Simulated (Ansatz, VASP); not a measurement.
**One calculation of Ga2Cl, two programs**

```xyz
6
Lattice="5.6778 0.0000 0.0000 0.0000 5.6778 0.0000 0.0000 0.0000 5.2862" Properties=species:S:1:pos:R:3 pbc="T T T"
Ga    0.0000    2.8389    0.0047
Ga    0.0000    2.8389    2.6478
Ga    2.8389    0.0000    2.6384
Ga    2.8389    0.0000    5.2815
Cl    0.0000    0.0000    0.0000
Cl    2.8389    2.8389    2.6431
```

Alike in both runs: functional PBE; k mesh 4 × 4 × 4; occupations gaussian, width 0.1 eV; no spin polarisation.

Ansatz relaxed the structure, and its values are those at the end. VASP's run is a single point on that final structure, the one shown.

```csv
,VASP,Ansatz
version,VASP 6.6.1,Ansatz 0.2.0
potentials or method,"VASP PAW PBE potentials, release 64 (Ga_d, Cl), cutoff 520 eV","scalar-relativistic, plane waves, PAW"
valence electrons in the cell,66,66
```

|  | VASP | Ansatz | Ansatz less VASP |
| --- | --- | --- | --- |
| gap on the k mesh at the Fermi level (eV) | none | none | - |
| pressure (GPa) | 0.2 | 0.2 | -0.03 |

A gap of «none» marks a metal or a gap that the smearing closes.
